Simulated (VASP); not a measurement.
**Co: single point with PBE**

Co:

```
CELL_PARAMETERS angstrom
2.49352 0.00000 0.00000
-1.24676 2.15945 0.00000
0.00000 0.00000 4.02778
ATOMIC_POSITIONS crystal
Co 0.33333 0.66667 0.25000
Co 0.66667 0.33333 0.75000
```

```json
{"Program": "VASP 6.6.1", "Task": "single point", "Functional": "PBE", "Potentials or basis": "VASP PAW PBE potentials, release 64 (Co)", "Cutoff": "520 eV", "k mesh": "14 × 14 × 8", "Occupations": "methfessel-paxton, width 0.6 eV", "Spin": "collinear spin, ferromagnetic start", "Starting moments": "[1.69, 1.69] μB"}
```

```
Pressure                                              : -0.1 GPa
Net moment                                            : 3.32 μB per cell
Site moments                                          : Co +1.68 μB
Valence electrons inside the program's atomic spheres : Co 8.27
```

Stress tensor (GPa, compression positive):
```
-0.52  0.00  0.00
 0.00 -0.52  0.00
 0.00  0.00  0.72
```

Levels at points of the mesh, in eV from the Fermi level:
Spin up:
```csv
k point,band 8,band 9,band 10,band 11,band 12,band 13,band 14,band 15
"(0.00, 0.00, 0.00)",-1.96,-1.96,-0.85,-0.85,-0.05,6.37,21.98,24.52
"(0.50, 0.00, 0.00)",-0.72,-0.63,-0.57,1.30,3.31,9.70,10.35,12.75
"(0.00, 0.00, 0.50)",-2.68,-1.16,-1.16,-1.16,-1.16,15.06,15.06,22.70
"(0.50, 0.00, 0.50)",-1.07,-0.63,-0.63,1.60,1.60,7.25,7.25,18.34
```
Spin down:
| k point | band 3 | band 4 | band 5 | band 6 | band 7 | band 8 | band 9 | band 10 | band 11 | band 12 |
| --- | --- | --- | --- | --- | --- | --- | --- | --- | --- | --- |
| (0.00, 0.00, 0.00) | -0.94 | -0.92 | -0.92 | -0.55 | -0.55 | -0.13 | -0.13 | -0.12 | 1.10 | 1.10 |
| (0.50, 0.00, 0.00) | -3.20 | -1.84 | -1.07 | -0.98 | -0.57 | 1.22 | 1.36 | 1.38 | 2.57 | 4.32 |
| (0.00, 0.00, 0.50) | -1.50 | -1.50 | -0.98 | -0.98 | -0.98 | -0.98 | 0.76 | 0.76 | 0.76 | 0.76 |
| (0.50, 0.00, 0.50) | -2.33 | -2.33 | -0.02 | -0.02 | 0.27 | 0.27 | 1.32 | 1.32 | 2.24 | 2.24 |

Run time: 52 s on 1 thread of Intel(R) Xeon(R) 6975P-C (Granite Rapids), with other jobs on the host, peak memory 0.19 GiB.

Caveat: so wide a smearing shifts energies and pressures.
